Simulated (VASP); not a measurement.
# Mo (Im-3m) in VASP: a series of runs

Mo is run at these levels: PBEsol; tasks: single point, relaxation of cell and atoms.

All numbers are computed with VASP 6.6.1; they aren't measurements. Logs are shortened: lines on timing, memory, paths and dates and some standing lists are left out, and cuts for length are marked.

### 1 The cell of the first run

It takes space group Im-3m (No. 229, cubic). The conventional cell has a = 3.128 Å, b = 3.128 Å, c = 3.128 Å, α = 90.00°, β = 90.00°, γ = 90.00°. Within 3.6 Å of Mo (site symmetry m-3m) lie 14 Mo at 2.71 to 3.13 Å.

### 2 Single point, PBEsol

INCAR

```
SYSTEM = Mo
  ALGO = Normal
  EDIFF = 1E-6
  ENCUT = 500
  GGA = PS
  GGA_COMPAT = .FALSE.
  ISIF = 2
  ISMEAR = 1
  LASPH = .TRUE.
  LCHARG = .TRUE.
  LELF = .TRUE.
  LREAL = .FALSE.
  LVHAR = .TRUE.
  LWAVE = .FALSE.
  NBANDS = 13
  NELM = 120
  PREC = Accurate
  SIGMA = 0.05
```

KPOINTS

```
k-points
0
G
  9 9 9
  0 0 0
```

POSCAR

```
Mo
1.0
   -1.5638483705      1.5638483705      1.5638483705
    1.5638483705     -1.5638483705      1.5638483705
    1.5638483705      1.5638483705     -1.5638483705
Mo
1
Direct
    0.0000000000      0.0000000000      0.0000000000
```

Potentials or basis: VASP PAW PBE potentials, release 64 (Mo_sv).

Launch:

```console
cat potpaw_PBE.64/Mo_sv/POTCAR > POTCAR
mpirun -np 1 vasp_std > vasp.out
```

OUTCAR:

```text
SYSTEM = Mo
   EDIFF = 1E-6
   ENCUT = 500
   GGA = PS
   ISIF = 2
   ISMEAR = 1
   LASPH = .TRUE.
   LREAL = .FALSE.
   NELM = 120
   PREC = Accurate

 ion  position               nearest neighbor table
   1  0.000  0.000  0.000-

  LATTYP: Found a body centered cubic cell.
 ALAT       =     3.1276967410

  Lattice vectors:

 A1 = (  -1.5638483705,   1.5638483705,   1.5638483705)
 A2 = (   1.5638483705,  -1.5638483705,   1.5638483705)
 A3 = (   1.5638483705,   1.5638483705,  -1.5638483705)

Analysis of symmetry for initial positions (statically):
=====================================================================
 Subroutine PRICEL returns:
 Original cell was already a primitive cell.

 Routine SETGRP: Setting up the symmetry group for a
 body centered cubic supercell.

 Subroutine GETGRP returns: Found 48 space group operations
 (whereof 48 operations were pure point group operations)
 out of a pool of 48 trial point group operations.

The static configuration has the point symmetry O_h .

Analysis of symmetry for dynamics (positions and initial velocities):
=====================================================================
 Subroutine PRICEL returns:
 Original cell was already a primitive cell.

 Routine SETGRP: Setting up the symmetry group for a
 body centered cubic supercell.

 Subroutine GETGRP returns: Found 48 space group operations
 (whereof 48 operations were pure point group operations)
 out of a pool of 48 trial point group operations.

The dynamic configuration has the point symmetry O_h .

 Subroutine INISYM returns: Found 48 space group operations
 (whereof 48 operations are pure point group operations),
 and found     1 'primitive' translations

----------------------------------------------------------------------------------------

                                     Primitive cell

  volume of cell :      15.2983

  direct lattice vectors                    reciprocal lattice vectors
    -1.563848370  1.563848370  1.563848370     0.000000000  0.319724092  0.319724092
     1.563848370 -1.563848370  1.563848370     0.319724092  0.000000000  0.319724092
     1.563848370  1.563848370 -1.563848370     0.319724092  0.319724092  0.000000000

  length of vectors
     2.708664833  2.708664833  2.708664833     0.452158147  0.452158147  0.452158147

  position of ions in fractional coordinates (direct lattice)
     0.000000000  0.000000000  0.000000000

  ion indices of the primitive-cell ions
   primitive index   ion index
                 1           1

----------------------------------------------------------------------------------------

 KPOINTS: k-points

Automatic generation of k-mesh.
 Grid dimensions read from file:
 generate k-points for:    9    9    9

 Generating k-lattice:

  Cartesian coordinates                     Fractional coordinates (reciprocal lattice)
     0.000000000  0.035524899  0.035524899     0.111111111  0.000000000  0.000000000
     0.035524899  0.000000000  0.035524899     0.000000000  0.111111111  0.000000000
     0.035524899  0.035524899  0.000000000     0.000000000  0.000000000  0.111111111

  Length of vectors
     0.050239794  0.050239794  0.050239794

  Shift w.r.t. Gamma in fractional coordinates (k-lattice)
     0.000000000  0.000000000  0.000000000

 Subroutine IBZKPT returns following result:
 ===========================================

 Found     35 irreducible k-points:

 Following reciprocal coordinates:
            Coordinates               Weight
  0.000000  0.000000  0.000000      1.000000
  0.111111  0.000000  0.000000     12.000000
  0.222222  0.000000  0.000000     12.000000
  0.333333  0.000000  0.000000     12.000000
  0.444444  0.000000  0.000000     12.000000
  0.111111  0.111111  0.000000     24.000000
[... 16 lines left out ...]
 -0.333333  0.444444  0.111111     48.000000
 -0.444444 -0.444444  0.111111     24.000000
 [... further k-points ...]
   k-points           NKPTS =     35   k-points in BZ     NKDIM =     35   number of bands    NBANDS=     13
   number of dos      NEDOS =    301   number of ions     NIONS =      1
   total plane-waves  NPLWV =   8000
   dimension x,y,z NGX =    20 NGY =   20 NGZ =   20
   dimension x,y,z NGXF=    40 NGYF=   40 NGZF=   40
   ions per type =               1
   NGX,Y,Z   is equivalent  to a cutoff of  12.28, 12.28, 12.28 a.u.
   NGXF,Y,Z  is equivalent  to a cutoff of  24.55, 24.55, 24.55 a.u.
 SYSTEM =  Mo
   PREC   = accura    normal or accurate (medium, high low for compatibility)
   ISTART =      0    job   : 0-new  1-cont  2-samecut
   ICHARG =      2    charge: 1-file 2-atom 10-const
   ISPIN  =      1    spin polarized calculation?
   LNONCOLLINEAR =      F non collinear calculations
   LSORBIT =      F    spin-orbit coupling
   LASPH  =      T    aspherical Exc in radial PAW
   ENCUT  =  500.0 eV  36.75 Ry    6.06 a.u.   4.94  4.94  4.94*2*pi/ulx,y,z
   NELM   =    120;   NELMIN=  2; NELMDL= -5     # of ELM steps
   EDIFF  = 0.1E-05   stopping-criterion for ELM
   LREAL  =      F    real-space projection
   EDIFFG = 0.1E-04   stopping-criterion for IOM
   NSW    =      0    number of steps for IOM
   IBRION =     -1    ionic relax: 0-MD 1-quasi-New 2-CG
   NFREE  =      0    steps in history (QN), initial steepest desc. (CG)
   ISIF   =      2    stress and relaxation
   ISYM   =      2    0-nonsym 1-usesym 2-fastsym
   POTIM  = 0.5000    time-step for ionic-motion
   TEBEG  =    0.0;   TEEND  =   0.0 temperature during run
   PSTRESS=    0.0 pullay stress
   NELECT =      14.0000    total number of electrons
   NUPDOWN=      -1.0000    fix difference up-down
   EMIN   =  10.00;   EMAX   =-10.00  energy-range for DOS
   EFERMI =   0.00;   METHOD = LEGACY
   ISMEAR =     1;   SIGMA  =   0.05  broadening in eV -4-tet -1-fermi 0-gaus
   EFERMI_NEDOS =   21; number of points for ismear=-14 and -15
   IALGO  =     38    algorithm
   IMIX   =      4    mixing-type and parameters
     AMIX     =   0.40;   BMIX     =  1.00
     AMIX_MAG =   1.60;   BMIX_MAG =  1.00
  volume/ion in A,a.u.               =      15.30       103.24
  Fermi-wavevector in a.u.,A,eV,Ry     =   1.589411  3.003551 34.371408  2.526227
  Thomas-Fermi vector in A             =   2.688265
   LORBIT       =      0    0 simple, 1 ext, 2 COOP (PROOUT), +10 PAW based schemes
   GGA     = PS    functional components
   LHFCALC =     F    Hartree Fock is set to
   AEXX    =    0.0000 exact exchange contribution
   IVDW    =     0    specifies the selected vdW correction
   LEPSILON=     F    determine dielectric tensor
   LRPA    =     F    only Hartree local field effects (RPA)
 non-spin polarized calculation
 Methfessel and Paxton  Order N= 1 SIGMA  =   0.05
  energy-cutoff  :      500.00
  volume of cell :       15.30
 maximum number of plane-waves:       402
   NGX =  9   NGY =  9   NGZ =  9

 number of electron      13.9999997 magnetization

 Free energy of the ion-electron system (eV)
  ---------------------------------------------------
  ext. energy  EPLUGINS =         0.00000000
  ---------------------------------------------------
  free energy    TOTEN  =       -11.79415180 eV

  energy without entropy =      -11.79422158  energy(sigma->0) =      -11.79417506

 E-fermi :  12.7358     XC(G=0): -13.6521

 val. band max:       12.6749028284   @ k =  -0.2222   0.2222   0.1111
 cond. band min:      12.7529421540   @ k =  -0.3333   0.3333   0.2222
 fundamental gap:      0.0780393256
 Fermi energy:        12.7357538837

 k-point     1 :       0.0000    0.0000    0.0000
  band No.  band energies     occupation
      1     -48.3919      2.00000
      2     -21.6267      2.00000
      3     -21.6267      2.00000
      4     -21.6267      2.00000
      5       5.4592      2.00000
      6      11.3986      2.00000
      7      11.3986      2.00000
      8      11.3986      2.00000
      9      14.4981      0.00000
     10      14.4981      0.00000
     11      27.6549      0.00000
     12      27.6549      0.00000
     13      27.6549      0.00000

 k-point     2 :       0.1111    0.0000    0.0000
  band No.  band energies     occupation
      1     -48.3586      2.00000
      2     -21.8153      2.00000
      3     -21.6847      2.00000
      4     -21.6283      2.00000
      5       6.0020      2.00000
      6      11.0940      2.00000
      7      11.3284      2.00000
      8      11.9235      2.00000
      9      14.1099      0.00000
     10      14.5105      0.00000
     11      28.0271      0.00000
     12      28.5858      0.00000
     13      28.6732      0.00000

 k-point     3 :       0.2222    0.0000    0.0000
  band No.  band energies     occupation
      1     -48.2734      2.00000
      2     -22.2771      2.00000
      3     -21.8292      2.00000
      4     -21.6322      2.00000
      5       7.2107      2.00000
      6      10.4077      2.00000
      7      11.1363      2.00000
      8      13.4081     -0.00000
      9      13.8937      0.00000
     10      14.6134      0.00000
     11      28.0121      0.00000
     12      29.5386      0.00000
     13      31.1097      0.00000
[... 305 lines left out ...]
 k-point    23 :      -0.3333    0.4444    0.1111
  band No.  band energies     occupation
      1     -48.0820      2.00000
      2     -22.8667      2.00000
      3     -22.2624      2.00000
      4     -21.8671      2.00000
      5       8.6053      2.00000
      6       9.9691      2.00000
      7      11.0471      2.00000
      8      13.4315     -0.00000
      9      15.7876      0.00000
     10      18.2356      0.00000
     11      25.6907      0.00000
     12      28.0838      0.00000
     13      30.5417      0.00000

 k-point    24 :      -0.4444   -0.4444    0.1111
  band No.  band energies     occupation
      1     -48.0516      2.00000
      2     -22.9799      2.00000
      3     -22.3392      2.00000
      4     -21.8662      2.00000
      5       8.3461      2.00000
      6      10.2190      2.00000
      7      10.8863      2.00000
      8      13.5819     -0.00000
      9      16.6060      0.00000
     10      20.1124      0.00000
     11      24.0033      0.00000
     12      26.9223      0.00000
     13      29.6278      0.00000

 [... further k-points ...]

------------------------ aborting loop because EDIFF is reached ----------------------------------------

  FORCE on cell =-STRESS in cart. coord.  units (eV):
  Direction    XX          YY          ZZ          XY          YZ          ZX
  --------------------------------------------------------------------------------------
  -------------------------------------------------------------------------------------
  Total        0.0606164      0.0606164      0.0606164      0.0000000     -0.0000000      0.0000000
  in kB        6.3482916      6.3482916      6.3482916      0.0000000     -0.0000000      0.0000000
  external PRESSURE =       6.3482916 kB  Pullay stress =       0.0000000 kB

 VOLUME and BASIS-vectors are now :
 -----------------------------------------------------------------------------
  energy-cutoff  :      500.00
  volume of cell :       15.30
      direct lattice vectors                 reciprocal lattice vectors
    -1.563848370  1.563848370  1.563848370     0.000000000  0.319724092  0.319724092
     1.563848370 -1.563848370  1.563848370     0.319724092  0.000000000  0.319724092
     1.563848370  1.563848370 -1.563848370     0.319724092  0.319724092  0.000000000

 POSITION                                       TOTAL-FORCE (eV/Angst)
 -----------------------------------------------------------------------------------
      0.00000      0.00000      0.00000         0.000000      0.000000     -0.000000
 -----------------------------------------------------------------------------------
    total drift:                               -0.000000     -0.000000      0.000000

  FREE ENERGIE OF THE ION-ELECTRON SYSTEM (eV)
  ---------------------------------------------------
  free  energy   TOTEN  =       -11.7941517998 eV

  energy  without entropy=      -11.7942215832  energy(sigma->0) =      -11.79417506
```

Run time: 9.5 s. Hardware: 1 thread of Intel Xeon 8259CL, shared host; peak memory 0.13 GiB.

Results:

| Item | Value |
| --- | --- |
| Free energy | -11.7942 eV |
| Pressure | 0.6 GPa |
| Band gap on the k mesh | zero (band 7 reaches 16.19 eV, above the bottom of band 8 at 11.40 eV) |

Caveat: the PAW data sets were made with another functional, which shifts forces and pressure a little.

### 3 Relaxation of cell and atoms, PBEsol

This run uses another cell than the first one, of 15.58 Å³/atom, 1.018 times its volume.

INCAR

```
SYSTEM = Mo
PREC     = Accurate       ! precision mode
ENCUT    = 500            ! plane-wave cutoff, eV
EDIFF    = 1E-7           ! SCF threshold, eV
ISMEAR   = 1              ! smearing method
SIGMA    = 0.05           ! smearing width, eV
LREAL    = .False.        ! projectors in reciprocal space
LASPH    = .True.         ! aspherical terms in the spheres
NELM     = 120            ! most SCF steps
ALGO     = Normal         ! electronic algorithm
ISIF     = 3              ! what is computed and relaxed
LWAVE    = .False.        ! write WAVECAR
LCHARG   = .False.        ! write CHGCAR
GGA      = PS             ! functional
IBRION   = 2              ! ionic algorithm
NSW      = 60             ! ionic steps
EDIFFG   = -0.03          ! ionic threshold
GGA_COMPAT= .False.      
NELMIN   = 4
```

KPOINTS

```
regular mesh
0
Gamma
  9 9 9
  0 0 0
```

POSCAR

```
Mo
1.0
   -1.5734150000      1.5734150000      1.5734150000
    1.5734150000     -1.5734150000      1.5734150000
    1.5734150000      1.5734150000     -1.5734150000
Mo
1
Direct
    0.0000000000      0.0000000000      0.0000000000
```

Potentials or basis: VASP PAW PBE potentials, release 64 (Mo_sv).

Launch:

```console
cat potpaw_PBE.64/Mo_sv/POTCAR > POTCAR
mpirun -np 1 vasp_std > vasp.out
```

OUTCAR:

```text
SYSTEM = Mo
   PREC = Accurate
   ENCUT = 500
   EDIFF = 1E-7
   ISMEAR = 1
   LREAL = .False.
   LASPH = .True.
   NELM = 120
   ISIF = 3
   GGA = PS
   IBRION = 2
   NSW = 60
   EDIFFG = -0.03
   NELMIN = 4

 ion  position               nearest neighbor table
   1  0.000  0.000  0.000-

  LATTYP: Found a body centered cubic cell.
 ALAT       =     3.1468300000

  Lattice vectors:

 A1 = (  -1.5734150000,   1.5734150000,   1.5734150000)
 A2 = (   1.5734150000,  -1.5734150000,   1.5734150000)
 A3 = (   1.5734150000,   1.5734150000,  -1.5734150000)

Analysis of symmetry for initial positions (statically):
=====================================================================
 Subroutine PRICEL returns:
 Original cell was already a primitive cell.

 Routine SETGRP: Setting up the symmetry group for a
 body centered cubic supercell.

 Subroutine GETGRP returns: Found 48 space group operations
 (whereof 48 operations were pure point group operations)
 out of a pool of 48 trial point group operations.

The static configuration has the point symmetry O_h .

Analysis of symmetry for dynamics (positions and initial velocities):
=====================================================================
 Subroutine PRICEL returns:
 Original cell was already a primitive cell.

 Routine SETGRP: Setting up the symmetry group for a
 body centered cubic supercell.

 Subroutine GETGRP returns: Found 48 space group operations
 (whereof 48 operations were pure point group operations)
 out of a pool of 48 trial point group operations.

The dynamic configuration has the point symmetry O_h .

 Subroutine INISYM returns: Found 48 space group operations
 (whereof 48 operations are pure point group operations),
[... 128 lines left out ...]
  energy-cutoff  :      500.00
  volume of cell :       15.58
 maximum number of plane-waves:       410
   NGX =  9   NGY =  9   NGZ =  9

--------------------------------------- Ionic step        1  -------------------------------------------

 number of electron      14.0000001 magnetization

 Free energy of the ion-electron system (eV)
  ---------------------------------------------------
  ext. energy  EPLUGINS =         0.00000000
  ---------------------------------------------------
  free energy    TOTEN  =       -11.79083196 eV

  energy without entropy =      -11.79087222  energy(sigma->0) =      -11.79084538

------------------------ aborting loop because EDIFF is reached ----------------------------------------

  FORCE on cell =-STRESS in cart. coord.  units (eV):
  Direction    XX          YY          ZZ          XY          YZ          ZX
  --------------------------------------------------------------------------------------
  -------------------------------------------------------------------------------------
  Total       -0.4305546     -0.4305546     -0.4305546      0.0000000      0.0000000     -0.0000000
  in kB      -44.2740173    -44.2740173    -44.2740173      0.0000000      0.0000000     -0.0000000
  external PRESSURE =     -44.2740173 kB  Pullay stress =       0.0000000 kB
[... 57 lines left out ...]
--------------------------------------- Ionic step        3  -------------------------------------------

 number of electron      13.9999998 magnetization

 Free energy of the ion-electron system (eV)
  ---------------------------------------------------
  ext. energy  EPLUGINS =         0.00000000
  ---------------------------------------------------
  free energy    TOTEN  =       -11.79432122 eV

  energy without entropy =      -11.79439596  energy(sigma->0) =      -11.79434613

 E-fermi :  12.6954     XC(G=0): -13.6378

 val. band max:       12.6363918475   @ k =  -0.2222   0.2222   0.1111
 cond. band min:      12.7126086182   @ k =  -0.3333   0.3333   0.2222
 fundamental gap:      0.0762167707
 Fermi energy:        12.6953634680

 k-point     1 :       0.0000    0.0000    0.0000
  band No.  band energies     occupation
      1     -48.4320      2.00000
      2     -21.6731      2.00000
      3     -21.6731      2.00000
      4     -21.6731      2.00000
      5       5.4262      2.00000
      6      11.3628      2.00000
      7      11.3628      2.00000
      8      11.3628      2.00000
      9      14.4527      0.00000
     10      14.4527      0.00000
     11      27.6104      0.00000
[... 309 lines left out ...]
 k-point    24 :      -0.4444   -0.4444    0.1111
  band No.  band energies     occupation
      1     -48.0951      2.00000
      2     -23.0158      2.00000
      3     -22.3801      2.00000
      4     -21.9108      2.00000
      5       8.3183      2.00000
      6      10.1870      2.00000
      7      10.8500      2.00000
      8      13.5394     -0.00000
      9      16.5512      0.00000
     10      20.0473      0.00000
     11      23.9288      0.00000

 [... further k-points ...]

------------------------ aborting loop because EDIFF is reached ----------------------------------------

  FORCE on cell =-STRESS in cart. coord.  units (eV):
  Direction    XX          YY          ZZ          XY          YZ          ZX
  --------------------------------------------------------------------------------------
  -------------------------------------------------------------------------------------
  Total       -0.0080911     -0.0080911     -0.0080911      0.0000000     -0.0000000      0.0000000
  in kB       -0.8452571     -0.8452571     -0.8452571      0.0000000     -0.0000000      0.0000000
  external PRESSURE =      -0.8452571 kB  Pullay stress =       0.0000000 kB
[... 16 lines left out ...]
  FREE ENERGIE OF THE ION-ELECTRON SYSTEM (eV)
  ---------------------------------------------------
  free  energy   TOTEN  =       -11.7943212205 eV

  energy  without entropy=      -11.7943959579  energy(sigma->0) =      -11.79434613

 reached required accuracy - stopping structural energy minimisation
```

Wall time 20 s (1 thread of Intel Xeon 8259CL, shared host); peak memory 0.13 GiB.

What came out:

```
Free energy                            : -11.7943 eV
Relaxed volume                         : 15.34 Å³/atom
Relaxed cell                           : a = 2.711 Å, b = 2.711 Å, c = 2.711 Å, α = 109.47°, β = 109.47°, γ = 109.47°
Space group after relaxing (to 0.05 Å) : Im-3m (No. 229)
Energy gained by relaxing              : 3.5 meV/atom
Ionic steps                            : 3
Pressure after relaxing                : -0.1 GPa
Band gap on the k mesh                 : zero (band 7 reaches 16.13 eV, above the bottom of band 8 at 11.36 eV)
```

Step by step:
```
step  energy change (eV)  largest force (eV/Å)  pressure (GPa)  volume (Å³)
   1              0.0000                0.0000           -4.43        15.58
   2              0.0276                0.0000           14.80        14.63
   3             -0.0035                0.0000           -0.08        15.34
```

Final structure:
```yaml
crystal:
  lattice:
    - [-1.56515, 1.56515, 1.56515]
    - [1.56515, -1.56515, 1.56515]
    - [1.56515, 1.56515, -1.56515]
  atoms:
    - { symbol: Mo, position: [0.00000, 0.00000, 0.00000] }
```

Caveat: the PAW data sets were made with another functional, which shifts forces and pressure a little.
